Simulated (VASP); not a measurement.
# Si (Immm) in VASP: relaxation of cell and atoms with PBE

Aim: the relaxation of cell and atoms of Si with PBE.

Program: VASP 6.6.1. These are calculated values, not measurements. Logs are shortened: lines on timing, memory, paths and dates and some standing lists are left out, and cuts for length are marked.

### 1 The cell of the first run

The structure is orthorhombic, space group Immm (No. 71). Conventional cell: a = 3.144 Å, b = 3.585 Å, c = 6.216 Å, α = 90.00°, β = 90.00°, γ = 90.00°. Si (site symmetry mm2) has 7 Si at 2.37 to 3.14 Å within 3.2 Å.

The cell was generated, and may not be a known phase.

### 2 Relaxation of cell and atoms, PBE

The input, INCAR:

```
  PREC = Accurate
  ENCUT = 600
  EDIFF = 1E-6
  ISMEAR = 0
  SIGMA = 0.1
  LREAL = False
  LASPH = True
  NELM = 60
  ALGO = Fast
  ISIF = 3
  LWAVE = False
  LCHARG = False
  GGA = PE
  IBRION = 2
  NSW = 100
  EDIFFG = -0.01
```

The input, KPOINTS:

```
Automatic mesh
0
Gamma
  24 24 24
```

The input, POSCAR:

```
Si
1.0
   -1.5720252728      1.7925412406      3.1081664462
    1.5720252728     -1.7925412406      3.1081664462
    1.5720252728      1.7925412406     -3.1081664462
Si
2
Direct
    0.8094182099      0.3094182099      0.5000000000
    0.1905817901      0.6905817901      0.5000000000
```

Potentials or basis: VASP PAW PBE potentials, release 64 (Si).

Run with:

```console
cat potpaw_PBE.64/Si/POTCAR > POTCAR
mpirun -np 1 vasp_std > vasp.out
```

OUTCAR:

```text
PREC = Accurate
   ENCUT = 600
   EDIFF = 1E-6
   ISMEAR = 0
   LREAL = False
   LASPH = True
   NELM = 60
   ISIF = 3
   GGA = PE
   IBRION = 2
   NSW = 100
   EDIFFG = -0.01

 ion  position               nearest neighbor table
   1  0.809  0.309  0.500-   2 2.37   2 2.50   2 2.50   2 2.50   2 2.50
   2  0.191  0.691  0.500-   1 2.37   1 2.50   1 2.50   1 2.50   1 2.50

  LATTYP: Found a body centered orthorhombic cell.
 ALAT       =     3.1440505456
 B/A-ratio  =     1.1402750780
 C/A-ratio  =     1.9771733317

  Lattice vectors:

 A1 = (  -1.5720252728,   1.7925412406,   3.1081664462)
 A2 = (   1.5720252728,  -1.7925412406,   3.1081664462)
 A3 = (   1.5720252728,   1.7925412406,  -3.1081664462)

Analysis of symmetry for initial positions (statically):
=====================================================================
 Subroutine PRICEL returns:
 Original cell was already a primitive cell.

 Routine SETGRP: Setting up the symmetry group for a
 body centered orthorhombic supercell.

 Subroutine GETGRP returns: Found  8 space group operations
 (whereof  8 operations were pure point group operations)
 out of a pool of  8 trial point group operations.

The static configuration has the point symmetry D_2h.

Analysis of symmetry for dynamics (positions and initial velocities):
=====================================================================
 Subroutine PRICEL returns:
 Original cell was already a primitive cell.

 Routine SETGRP: Setting up the symmetry group for a
 body centered orthorhombic supercell.

 Subroutine GETGRP returns: Found  8 space group operations
 (whereof  8 operations were pure point group operations)
 out of a pool of  8 trial point group operations.

The dynamic configuration has the point symmetry D_2h.

 Subroutine INISYM returns: Found  8 space group operations
 (whereof  8 operations are pure point group operations),
 and found     1 'primitive' translations

----------------------------------------------------------------------------------------

                                     Primitive cell

  volume of cell :      35.0343

  direct lattice vectors                    reciprocal lattice vectors
[... 93 lines left out ...]
   ISIF   =      3    stress and relaxation
   ISYM   =      2    0-nonsym 1-usesym 2-fastsym
   POTIM  = 0.5000    time-step for ionic-motion
   TEBEG  =    0.0;   TEEND  =   0.0 temperature during run
   PSTRESS=    0.0 pullay stress
   NELECT =       8.0000    total number of electrons
   NUPDOWN=      -1.0000    fix difference up-down
   EMIN   =  10.00;   EMAX   =-10.00  energy-range for DOS
   EFERMI =   0.00;   METHOD = LEGACY
   ISMEAR =     0;   SIGMA  =   0.10  broadening in eV -4-tet -1-fermi 0-gaus
   EFERMI_NEDOS =   21; number of points for ismear=-14 and -15
   IALGO  =     68    algorithm
   IMIX   =      4    mixing-type and parameters
     AMIX     =   0.40;   BMIX     =  1.00
     AMIX_MAG =   1.60;   BMIX_MAG =  1.00
  volume/ion in A,a.u.               =      17.52       118.21
  Fermi-wavevector in a.u.,A,eV,Ry     =   1.000631  1.890918 13.622995  1.001262
  Thomas-Fermi vector in A             =   2.133000
   LORBIT       =      0    0 simple, 1 ext, 2 COOP (PROOUT), +10 PAW based schemes
   GGA     = PE    functional components
   LHFCALC =     F    Hartree Fock is set to
   AEXX    =    0.0000 exact exchange contribution
   IVDW    =     0    specifies the selected vdW correction
   LEPSILON=     F    determine dielectric tensor
   LRPA    =     F    only Hartree local field effects (RPA)
 conjugate gradient relaxation of ions
 non-spin polarized calculation
 RMM-DIIS sequential band-by-band and
 Gauss-broadening in eV      SIGMA  =   0.10
  energy-cutoff  :      600.00
  volume of cell :       35.03
 maximum number of plane-waves:      1194
   NGX = 15   NGY = 15   NGZ = 15

--------------------------------------- Ionic step        1  -------------------------------------------

 number of electron       8.0000000 magnetization

 Free energy of the ion-electron system (eV)
  ---------------------------------------------------
  ext. energy  EPLUGINS =         0.00000000
  ---------------------------------------------------
  free energy    TOTEN  =       -10.26500925 eV

  energy without entropy =      -10.26222085  energy(sigma->0) =      -10.26361505

------------------------ aborting loop because EDIFF is reached ----------------------------------------

  FORCE on cell =-STRESS in cart. coord.  units (eV):
  Direction    XX          YY          ZZ          XY          YZ          ZX
  --------------------------------------------------------------------------------------
  -------------------------------------------------------------------------------------
  Total        0.4141495     -0.2909661     -0.0944084      0.0000000      0.0000000      0.0000000
  in kB       18.9397731    -13.3063828     -4.3174594      0.0000000      0.0000000      0.0000000
  external PRESSURE =       0.4386436 kB  Pullay stress =       0.0000000 kB
[... 167 lines left out ...]
--------------------------------------- Ionic step        6  -------------------------------------------

 number of electron       8.0000000 magnetization

 Free energy of the ion-electron system (eV)
  ---------------------------------------------------
  ext. energy  EPLUGINS =         0.00000000
  ---------------------------------------------------
  free energy    TOTEN  =       -10.27767911 eV

  energy without entropy =      -10.27466702  energy(sigma->0) =      -10.27617307

 E-fermi :   7.1990     XC(G=0): -10.1623

 val. band max:        7.1965944612   @ k =   0.3750   0.0833   0.0833
 cond. band min:       7.2010040470   @ k =  -0.3333   0.0833   0.0417
 fundamental gap:      0.0044095858
 Fermi energy:         7.1989571217

 k-point     1 :       0.0000    0.0000    0.0000
  band No.  band energies     occupation
      1      -5.4539      2.00000
      2       6.9750      1.99846
      3       6.9856      1.99746
      4       8.2434      0.00000
      5       9.6622      0.00000
      6      10.0750      0.00000
      7      11.6267      0.00000
      8      11.9943      0.00000
[... 243 lines left out ...]
 k-point    24 :       0.4167    0.0417    0.0000
  band No.  band energies     occupation
      1      -2.8154      2.00000
      2      -0.3704      2.00000
      3       4.9505      2.00000
      4       8.1927      0.00000
      5       8.8035      0.00000
      6      10.5561      0.00000
      7      12.5628      0.00000
      8      14.0972      0.00000

 [... further k-points ...]
[... 5 lines left out ...]
  --------------------------------------------------------------------------------------
  -------------------------------------------------------------------------------------
  Total       -0.0028099     -0.0116201      0.0009733     -0.0000000      0.0000000      0.0000000
  in kB       -0.1279062     -0.5289517      0.0443070     -0.0000000      0.0000000      0.0000000
  external PRESSURE =      -0.2041836 kB  Pullay stress =       0.0000000 kB
[... 17 lines left out ...]
  FREE ENERGIE OF THE ION-ELECTRON SYSTEM (eV)
  ---------------------------------------------------
  free  energy   TOTEN  =       -10.2776791136 eV

  energy  without entropy=      -10.2746670230  energy(sigma->0) =      -10.27617307

 reached required accuracy - stopping structural energy minimisation
```

OSZICAR:

```text
N       E                     dE             d eps       ncg     rms          rms(c)
DAV:   1     0.902747111548E+01    0.90275E+01   -0.37992E+03 31448   0.926E+02
DAV:   2    -0.100529318539E+02   -0.19080E+02   -0.18538E+02 45936   0.862E+01
[... 41 lines left out ...]
   5 F= -.10277601E+02 E0= -.10276098E+02  d E =-.554719E-03
       N       E                     dE             d eps       ncg     rms          rms(c)
DAV:   1    -0.102777208264E+02   -0.12089E-03   -0.18724E-03 36584   0.277E-01    0.271E-02
RMM:   2    -0.102776899222E+02    0.30904E-04   -0.53073E-05 31408   0.567E-02    0.138E-02
RMM:   3    -0.102776790923E+02    0.10830E-04   -0.34119E-05 31408   0.380E-02    0.238E-03
RMM:   4    -0.102776791136E+02   -0.21223E-07   -0.38515E-06 29769   0.183E-02
   6 F= -.10277679E+02 E0= -.10276173E+02  d E =-.784340E-04
```

Wall time 35 min (1 thread of Oxide Virtual Turin-like, shared host); peak memory 0.66 GiB.

What came out:

```yaml
Free_energy: -10.2777 eV
Relaxed_volume: 17.60 Å³/atom
Relaxed_cell: a = 3.907 Å, b = 3.907 Å, c = 3.907 Å, α = 130.42°, β = 127.21°, γ = 75.33°
Space_group_after_relaxing_to_0.1_Å: Immm (No. 71)
Energy_gained_by_relaxing: 6.3 meV/atom
Ionic_steps: 6
Pressure_after_relaxing: 0.0 GPa
Largest_force_after_relaxing: 0.004 eV/Å
Band_gap_on_the_k_mesh: zero (bands 4 and 5 overlap by 4.96 eV)
```

Forces on the atoms (eV/Å):
```
Si   0.000  0.000  0.004
Si   0.000  0.000 -0.004
```

Step by step:
```
step  energy change (eV)  largest force (eV/Å)  pressure (GPa)  volume (Å³)
   1              0.0000                0.0242            0.04        35.03
   2             -0.0055                0.0327            0.10        35.06
   3             -0.0120                0.0588            0.23        35.09
   4             -0.0110                0.1681           -0.32        35.31
   5             -0.0126                0.0286            0.02        35.17
   6             -0.0127                0.0043           -0.02        35.20
```

Final structure:
```yaml
crystal:
  lattice:
    - [-1.63806, 1.73687, 3.09277]
    - [1.63806, -1.73687, 3.09277]
    - [1.63806, 1.73687, -3.09277]
  atoms:
    - { symbol: Si, position: [0.80863, 0.30863, 0.50000] }
    - { symbol: Si, position: [0.19137, 0.69137, 0.50000] }
```
